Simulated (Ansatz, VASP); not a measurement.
## Sc in VASP and in Ansatz

INCAR

```
PREC     = Accurate       # precision mode
ENCUT    = 520            # plane-wave cutoff, eV
EDIFF    = 1E-6           # SCF threshold, eV
ISMEAR   = -1             # smearing method
SIGMA    = 0.03           # smearing width, eV
LREAL    = False          # projectors in reciprocal space
LASPH    = True           # aspherical terms in the spheres
NELM     = 60             # most SCF steps
ALGO     = Normal         # electronic algorithm
ISIF     = 2              # what is computed and relaxed
LWAVE    = False          # write WAVECAR
LCHARG   = True           # write CHGCAR
GGA      = PE             # functional
LELF     = True           # ELF
LVHAR    = True         
NBANDS   = 12             # bands
```

KPOINTS

```
Automatic mesh
0
Gamma
  15 15 15
```

The input POSCAR:

```
Sc
1.0
    0.0000000000      2.2705000000      2.2705000000
    2.2705000000      0.0000000000      2.2705000000
    2.2705000000      2.2705000000      0.0000000000
Sc
1
Direct
    0.0000000000      0.0000000000      0.0000000000
```

Input for Ansatz:

```yaml
crystal:
  lattice:
    - [0.0, 2.2705, 2.2705]
    - [2.2705, 0.0, 2.2705]
    - [2.2705, 2.2705, 0.0]
  atoms:
    - { symbol: Sc, position: [0.0, 0.0, 0.0] }
kpoints:
  mp_grid: { grid: [15, 15, 15] }
scf:
  occupations: { method: fermi_dirac, width: 0.03 }
hamiltonian:
  xc: pbe
  pseudopotentials: { kind: all_electron, lapw: { basis_error: 0.01 } }
output:
  forces: true
  stress: true
  eigenvalues: true
```

Alike in both runs: task single point; functional PBE; k mesh 15 × 15 × 15; occupations fermi-dirac, width 0.03 eV; no spin polarisation.

|  | VASP | Ansatz |
| --- | --- | --- |
| version | VASP 6.6.1 | Ansatz 0.2.0 |
| potentials or method | VASP PAW PBE potentials, release 64 (Sc_sv), cutoff 520 eV | all-electron LAPW, scalar-relativistic |

VASP gave:

| Item | Value |
| --- | --- |
| pressure (GPa) | 2.9 |

Q: Estimate Ansatz's values.

A: Pressure (GPa): 2.8.

Ansatz ran all-electron here, and VASP with PAW potentials.
